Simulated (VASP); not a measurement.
Write the native input for VASP 6.6.1 that does the following.

| Quantity | Value |
| --- | --- |
| Task | relaxation of cell and atoms |
| Functional | LDA |
| Potentials or basis | VASP PAW LDA potentials, release 64 (Cl) |
| Cutoff | 600 eV |
| k mesh | 17 × 17 × 17 |
| Occupations | fermi-dirac, width 0.05 eV |
| Spin | no spin polarisation |
| Dipole correction | no |
| Further INCAR settings | ALGO = Normal; EDIFF = 1e-07; IBRION = 2; EDIFFG = -0.01; NSW = 80; ISIF = 3 |

The structure of Cl lies in POSCAR:

```
Cl
1.0
    0.0000000000      2.0836305847      2.0836305847
    2.0836305847      0.0000000000      2.0836305847
    2.0836305847      2.0836305847      0.0000000000
Cl
1
Direct
    0.0000000000      0.0000000000      0.0000000000
```

These files were run (other wordings do the same):

INCAR

```
PREC = Accurate
ENCUT = 600
EDIFF = 1E-7
ISMEAR = -1
SIGMA = 0.05
LREAL = F
LASPH = T
NELM = 80
ALGO = Normal
ISIF = 3
LWAVE = F
LCHARG = F
GGA = CA
IBRION = 2
NSW = 80
EDIFFG = -0.01
```

KPOINTS

```
regular mesh
0
Gamma
  17 17 17
```

Potentials or basis: VASP PAW LDA potentials, release 64 (Cl).

The run is started by

```sh
$ cat potpaw_LDA.64/Cl/POTCAR > POTCAR
$ mpirun -np 1 vasp_std > vasp.out
```

It gave:

- Pressure after relaxing: 0.0 GPa

Caveat: the relaxation stopped at its first step, so nothing moved; an odd number of electrons without spin polarisation forces a metal; a magnetic or distorted state may lie lower.

Wall time 6 s on 1 thread of Intel(R) Xeon(R) 6975P-C (Granite Rapids) (shared host), peak memory 0.13 GiB.
